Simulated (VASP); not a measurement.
# Pt in VASP: notebook

Runs on Pt. Level: LDA. Tasks: single point.

Program: VASP 6.6.1. These are calculated values, not measurements. Logs are shortened: lines on timing, memory, paths and dates and some standing lists are left out, and cuts for length are marked.

## Step 1: The cell of the first run

Symmetry: I4/mmm, No. 139, tetragonal system. Conventional cell: a = 2.753 Å, b = 2.753 Å, c = 4.098 Å, α = 90.00°, β = 90.00°, γ = 90.00°. Within 3.6 Å of Pt (site symmetry 4/mmm) lie 12 Pt at 2.75 to 2.83 Å.

## Step 2: Single point, LDA (normal strain along x +0.0000, normal strain along z +0.0525)

File INCAR:

```
  ALGO = Normal
  EDIFF = 1E-6
  ENCUT = 520
  GGA = CA
  ISIF = 2
  ISMEAR = 0
  LASPH = T
  LCHARG = F
  LREAL = F
  LWAVE = F
  NBANDS = 11
  NELM = 60
  PREC = Accurate
  SIGMA = 0.15
```

File KPOINTS:

```
k-points
0
Gamma
  20 20 20
```

File POSCAR:

```
Pt
1.0
    0.0000000000      1.9468328700      2.0490415957
    1.9468328700      0.0000000000      2.0490415957
    1.9468328700      1.9468328700      0.0000000000
Pt
1
Direct
    0.0000000000      0.0000000000      0.0000000000
```

Potentials or basis: VASP PAW LDA potentials, release 64 (Pt).

The run is started by

```
cat potpaw_LDA.64/Pt/POTCAR > POTCAR
mpirun -np 1 vasp_std > vasp.out
```

OUTCAR:

```text
EDIFF = 1E-6
   ENCUT = 520
   GGA = CA
   ISIF = 2
   ISMEAR = 0
   LASPH = T
   LREAL = F
   NELM = 60
   PREC = Accurate

 ion  position               nearest neighbor table
   1  0.000  0.000  0.000-

  LATTYP: Found a body centered tetragonal cell.
 ALAT       =     2.7532374484
 C/A-ratio  =     1.4884597744

  Lattice vectors:

 A1 = (  -1.9468328700,   0.0000000000,   2.0490415957)
 A2 = (   1.9468328700,   0.0000000000,   2.0490415957)
 A3 = (   0.0000000000,   1.9468328700,  -2.0490415957)

Analysis of symmetry for initial positions (statically):
=====================================================================
 Subroutine PRICEL returns:
 Original cell was already a primitive cell.

 Routine SETGRP: Setting up the symmetry group for a
 body centered tetragonal supercell.

 Subroutine GETGRP returns: Found 16 space group operations
 (whereof 16 operations were pure point group operations)
 out of a pool of 16 trial point group operations.

The static configuration has the point symmetry D_4h.

Analysis of symmetry for dynamics (positions and initial velocities):
=====================================================================
 Subroutine PRICEL returns:
 Original cell was already a primitive cell.

 Routine SETGRP: Setting up the symmetry group for a
 body centered tetragonal supercell.

 Subroutine GETGRP returns: Found 16 space group operations
 (whereof 16 operations were pure point group operations)
 out of a pool of 16 trial point group operations.

The dynamic configuration has the point symmetry D_4h.

 Subroutine INISYM returns: Found 16 space group operations
 (whereof 16 operations are pure point group operations),
 and found     1 'primitive' translations

----------------------------------------------------------------------------------------

                                     Primitive cell

  volume of cell :      15.5324

  direct lattice vectors                    reciprocal lattice vectors
     0.000000000  1.946832870  2.049041596    -0.256827388  0.256827388  0.244016520
     1.946832870  0.000000000  2.049041596     0.256827388 -0.256827388  0.244016520
     1.946832870  1.946832870  0.000000000     0.256827388  0.256827388 -0.244016520

  length of vectors
     2.826434093  2.826434093  2.753237448     0.437566768  0.437566768  0.437566768

  position of ions in fractional coordinates (direct lattice)
     0.000000000  0.000000000  0.000000000

  ion indices of the primitive-cell ions
   primitive index   ion index
                 1           1

----------------------------------------------------------------------------------------

 KPOINTS: k-points

Automatic generation of k-mesh.
 Grid dimensions read from file:
 generate k-points for:   20   20   20

 Generating k-lattice:

  Cartesian coordinates                     Fractional coordinates (reciprocal lattice)
    -0.012841369  0.012841369  0.012200826     0.050000000 -0.000000000  0.000000000
     0.012841369 -0.012841369  0.012200826    -0.000000000  0.050000000  0.000000000
     0.012841369  0.012841369 -0.012200826     0.000000000  0.000000000  0.050000000

  Length of vectors
     0.021878338  0.021878338  0.021878338

  Shift w.r.t. Gamma in fractional coordinates (k-lattice)
     0.000000000  0.000000000  0.000000000

 Subroutine IBZKPT returns following result:
 ===========================================

 Found    641 irreducible k-points:

 Following reciprocal coordinates:
            Coordinates               Weight
  0.000000  0.000000  0.000000      1.000000
  0.050000  0.000000  0.000000      8.000000
  0.100000  0.000000  0.000000      8.000000
  0.150000  0.000000  0.000000      8.000000
  0.200000  0.000000  0.000000      8.000000
  0.250000  0.000000  0.000000      8.000000
[... 16 lines left out ...]
 -0.400000  0.050000  0.000000      8.000000
 -0.350000  0.050000  0.000000      8.000000
 [... further k-points ...]
   k-points           NKPTS =    641   k-points in BZ     NKDIM =    641   number of bands    NBANDS=     11
   number of dos      NEDOS =    301   number of ions     NIONS =      1
   total plane-waves  NPLWV =  11520
   dimension x,y,z NGX =    24 NGY =   24 NGZ =   20
   dimension x,y,z NGXF=    48 NGYF=   48 NGZF=   40
   ions per type =               1
   NGX,Y,Z   is equivalent  to a cutoff of  14.12, 14.12, 12.08 a.u.
   NGXF,Y,Z  is equivalent  to a cutoff of  28.23, 28.23, 24.15 a.u.
 SYSTEM =  unknown system
   PREC   = accura    normal or accurate (medium, high low for compatibility)
   ISTART =      0    job   : 0-new  1-cont  2-samecut
   ICHARG =      2    charge: 1-file 2-atom 10-const
   ISPIN  =      1    spin polarized calculation?
   LNONCOLLINEAR =      F non collinear calculations
   LSORBIT =      F    spin-orbit coupling
   LASPH  =      T    aspherical Exc in radial PAW
   ENCUT  =  520.0 eV  38.22 Ry    6.18 a.u.   5.26  5.26  5.12*2*pi/ulx,y,z
   NELM   =     60;   NELMIN=  2; NELMDL= -5     # of ELM steps
   EDIFF  = 0.1E-05   stopping-criterion for ELM
   LREAL  =      F    real-space projection
   EDIFFG = 0.1E-04   stopping-criterion for IOM
   NSW    =      0    number of steps for IOM
   IBRION =     -1    ionic relax: 0-MD 1-quasi-New 2-CG
   NFREE  =      0    steps in history (QN), initial steepest desc. (CG)
   ISIF   =      2    stress and relaxation
   ISYM   =      2    0-nonsym 1-usesym 2-fastsym
   POTIM  = 0.5000    time-step for ionic-motion
   TEBEG  =    0.0;   TEEND  =   0.0 temperature during run
   PSTRESS=    0.0 pullay stress
   NELECT =      10.0000    total number of electrons
   NUPDOWN=      -1.0000    fix difference up-down
   EMIN   =  10.00;   EMAX   =-10.00  energy-range for DOS
   EFERMI =   0.00;   METHOD = LEGACY
   ISMEAR =     0;   SIGMA  =   0.15  broadening in eV -4-tet -1-fermi 0-gaus
   EFERMI_NEDOS =   21; number of points for ismear=-14 and -15
   IALGO  =     38    algorithm
   IMIX   =      4    mixing-type and parameters
     AMIX     =   0.40;   BMIX     =  1.00
     AMIX_MAG =   1.60;   BMIX_MAG =  1.00
  volume/ion in A,a.u.               =      15.53       104.82
  Fermi-wavevector in a.u.,A,eV,Ry     =   1.413607  2.671331 27.188328  1.998286
  Thomas-Fermi vector in A             =   2.535235
   LORBIT       =      0    0 simple, 1 ext, 2 COOP (PROOUT), +10 PAW based schemes
   GGA     = CA    functional components
   LHFCALC =     F    Hartree Fock is set to
   AEXX    =    0.0000 exact exchange contribution
   IVDW    =     0    specifies the selected vdW correction
   LEPSILON=     F    determine dielectric tensor
   LRPA    =     F    only Hartree local field effects (RPA)
 non-spin polarized calculation
 Gauss-broadening in eV      SIGMA  =   0.15
  energy-cutoff  :      520.00
  volume of cell :       15.53
 maximum number of plane-waves:       431
 NGX is ok and might be reduce to    24
   NGX = 11   NGY = 11   NGZ = 11

 number of electron      10.0000001 magnetization

 Free energy of the ion-electron system (eV)
  ---------------------------------------------------
  ext. energy  EPLUGINS =         0.00000000
  ---------------------------------------------------
  free energy    TOTEN  =        -7.47710177 eV

  energy without entropy =       -7.45615807  energy(sigma->0) =       -7.46662992

 E-fermi :  10.5660     XC(G=0): -13.5160

 val. band max:       10.5642279930   @ k =  -0.4500  -0.0000   0.2500
 cond. band min:      10.5716060986   @ k =   0.4500   0.0000   0.0500
 fundamental gap:      0.0073781055
 Fermi energy:        10.5659808902

 k-point     1 :       0.0000    0.0000    0.0000
  band No.  band energies     occupation
      1       0.6543      2.00000
      2       6.5435      2.00000
      3       7.1495      2.00000
      4       7.1495      2.00000
      5       8.6561      2.00000
      6       9.3614      2.00000
      7      25.3182      0.00000
      8      29.2332      0.00000
      9      30.4417      0.00000
     10      30.4417      0.00000
     11      35.4316      0.00000

 k-point     2 :       0.0500    0.0000    0.0000
  band No.  band energies     occupation
      1       0.7527      2.00000
      2       6.5608      2.00000
      3       7.1271      2.00000
      4       7.1882      2.00000
      5       8.6424      2.00000
      6       9.3320      2.00000
      7      25.4689      0.00000
      8      29.1289      0.00000
      9      30.1386      0.00000
     10      30.5928      0.00000
     11      36.0298      0.00000

 k-point     3 :       0.1000    0.0000    0.0000
  band No.  band energies     occupation
      1       1.0408      2.00000
      2       6.5829      2.00000
      3       7.0899      2.00000
      4       7.2947      2.00000
      5       8.6194      2.00000
      6       9.2572      2.00000
      7      25.8851      0.00000
      8      28.2544      0.00000
      9      30.2300      0.00000
     10      31.0329      0.00000
     11      36.7746      0.00000

 k-point     4 :       0.1500    0.0000    0.0000
  band No.  band energies     occupation
      1       1.4951      2.00000
      2       6.5536      2.00000
      3       7.0906      2.00000
      4       7.4368      2.00000
      5       8.6414      2.00000
      6       9.1789      2.00000
      7      26.4296      0.00000
      8      26.9110      0.00000
      9      30.8446      0.00000
     10      31.7186      0.00000
     11      35.4186      0.00000
[... 239 lines left out ...]
 k-point    22 :      -0.4500    0.0500    0.0000
  band No.  band energies     occupation
      1       3.5986      2.00000
      2       6.5775      2.00000
      3       7.2381      2.00000
      4       9.4223      2.00000
      5      10.3845      1.91288
      6      11.4153      0.00000
      7      16.4253      0.00000
      8      24.8750      0.00000
      9      28.5709      0.00000
     10      29.9664      0.00000
     11      37.4512      0.00000

 k-point    23 :      -0.4000    0.0500    0.0000
  band No.  band energies     occupation
      1       3.5935      2.00000
      2       6.6464      2.00000
      3       7.2871      2.00000
      4       8.7621      2.00000
      5      10.1387      1.99994
      6      11.0289      0.00001
      7      17.6677      0.00000
      8      25.1183      0.00000
      9      28.8647      0.00000
     10      30.6787      0.00000
     11      36.5025      0.00000

 k-point    24 :      -0.3500    0.0500    0.0000
  band No.  band energies     occupation
      1       3.5379      2.00000
      2       6.7461      2.00000
      3       7.3823      2.00000
      4       7.8694      2.00000
      5       9.7987      2.00000
      6      10.5431      1.17088
      7      19.3921      0.00000
      8      25.5643      0.00000
      9      29.5481      0.00000
     10      31.7577      0.00000
     11      35.2043      0.00000

 [... further k-points ...]
[... 5 lines left out ...]
  --------------------------------------------------------------------------------------
  -------------------------------------------------------------------------------------
  Total       -1.0586204     -1.0586204     -1.5694292      0.0000000      0.0000000      0.0000000
  in kB     -109.1975097   -109.1975097   -161.8878339      0.0000000      0.0000000      0.0000000
  external PRESSURE =    -126.7609511 kB  Pullay stress =       0.0000000 kB

 VOLUME and BASIS-vectors are now :
 -----------------------------------------------------------------------------
  energy-cutoff  :      520.00
  volume of cell :       15.53
      direct lattice vectors                 reciprocal lattice vectors
     0.000000000  1.946832870  2.049041596    -0.256827388  0.256827388  0.244016520
     1.946832870  0.000000000  2.049041596     0.256827388 -0.256827388  0.244016520
     1.946832870  1.946832870  0.000000000     0.256827388  0.256827388 -0.244016520

 POSITION                                       TOTAL-FORCE (eV/Angst)
 -----------------------------------------------------------------------------------
      0.00000      0.00000      0.00000        -0.000000      0.000000      0.000000
 -----------------------------------------------------------------------------------
    total drift:                                0.000000      0.000000     -0.000000

  FREE ENERGIE OF THE ION-ELECTRON SYSTEM (eV)
  ---------------------------------------------------
  free  energy   TOTEN  =        -7.4771017699 eV

  energy  without entropy=       -7.4561580725  energy(sigma->0) =       -7.46662992
```

Wall time 65 s (1 thread of Intel Xeon 8259CL, shared host); peak memory 0.22 GiB.

Results:

| Quantity | Value |
| --- | --- |
| Free energy | -7.4771 eV |
| Pressure | -12.7 GPa |
| Band gap on the k mesh | zero (bands 5 and 6 overlap by 2.36 eV) |

Stress tensor (GPa, compression positive):
```
-10.92   0.00   0.00
  0.00 -10.92   0.00
  0.00   0.00 -16.19
```

Caveat: the cell differs from its parent crystal (normal strain along x +0.0000, normal strain along z +0.0525); the stress differs along the axes, from -16 to -11 GPa; spin-orbit coupling is left out, which moves the levels of the heavy elements.

[end of part 1 of 3]
